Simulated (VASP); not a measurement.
Runs of VASP 6.6.1 on PbSe. The structure is that of space group Fm-3m (No. 225), or close to it. The cells are those of the table. 

```csv
task,cell,cutoff (eV),smearing,gap on the mesh (eV),pressure (GPa)
single point,"a = 4.122 Å, angles 60.0°, 2 atoms",520,gaussian 0.01 eV,0.38,10.0
single point,"a = 4.169 Å, angles 60.0°, 2 atoms",520,gaussian 0.01 eV,(c),(a)
relaxation of cell and atoms,"relaxed to 1 GPa from a = 4.315 Å, angles 60.0°, 2 atoms",600,gaussian 0.01 eV,0.11,1.0
single point,"a = 4.290 Å, angles 60.0°, 2 atoms",520,gaussian 0.01 eV,0.11,1.0
single point,"a = 4.224 Å, angles 60.0°, 2 atoms",520,gaussian 0.01 eV,0.07,4.0
relaxation of cell and atoms,"relaxed to 4 GPa from a = 4.315 Å, angles 60.0°, 2 atoms",600,gaussian 0.01 eV,0.07,4.0
single point,"a = 4.056 Å, angles 60.0°, 2 atoms",520,gaussian 0.01 eV,0.40,(b)
single point,"a = 4.315 Å, angles 60.0°, 2 atoms",520,fermi-dirac 0.08 eV,0.17,0.0
```

Alike in all rows: level PBEsol; potentials or basis VASP PAW PBE potentials, release 64 (Pb_d, Se); no spin polarisation; k mesh 14 × 14 × 14.

Question: Fill in the values left out.

Answer: (a) 7.0; (b) 15.0; (c) 0.24.

Caveats: the PAW data sets were made with another functional, which shifts forces and pressure a little; spin-orbit coupling is left out, which moves the levels of the heavy elements; the cell stands under pressure (at least some runs); the cell is relaxed towards a set pressure, so the run minimises the enthalpy, not the energy (at least some runs).

A k mesh can miss the band edges, and the runs leave out spin-orbit coupling on Pb, Se.
